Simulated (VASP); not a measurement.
A run of VASP 6.6.1:

Contents of INCAR:

```
PREC = Accurate
ENCUT = 520
EDIFF = 1E-7
ISMEAR = -1
SIGMA = 0.05
LREAL = False
LASPH = True
NELM = 100
ALGO = Normal
ISIF = 2
LWAVE = False
LCHARG = False
GGA = PE
NBANDS = 17
```

File KPOINTS:

```
Automatic mesh
0
Gamma
  7 7 7
```

Contents of POSCAR:

```
SnTe
1.0
    0.0000000000      3.2034278115      3.2034278115
    3.2034278115      0.0000000000      3.2034278115
    3.2034278115      3.2034278115      0.0000000000
Te Sn
1 1
Direct
    0.5000000000      0.5000000000      0.5000000000
    0.0000000000      0.0000000000      0.0000000000
```

Potentials or basis: VASP PAW PBE potentials, release 64 (Te, Sn_d).

Command:

```sh
$ cat potpaw_PBE.64/Te/POTCAR potpaw_PBE.64/Sn_d/POTCAR > POTCAR
$ mpirun -np 1 vasp_std > vasp.out
```

Hardware: 1 thread of Intel(R) Xeon(R) 6975P-C (Granite Rapids) (shared host).

**Question.** How long does it take, and how much memory?

**Answer.** Wall time 17 s on 1 thread of Intel(R) Xeon(R) 6975P-C (Granite Rapids) (shared host), peak memory 0.2 GiB. Counts: scf iterations 15, k points 20.
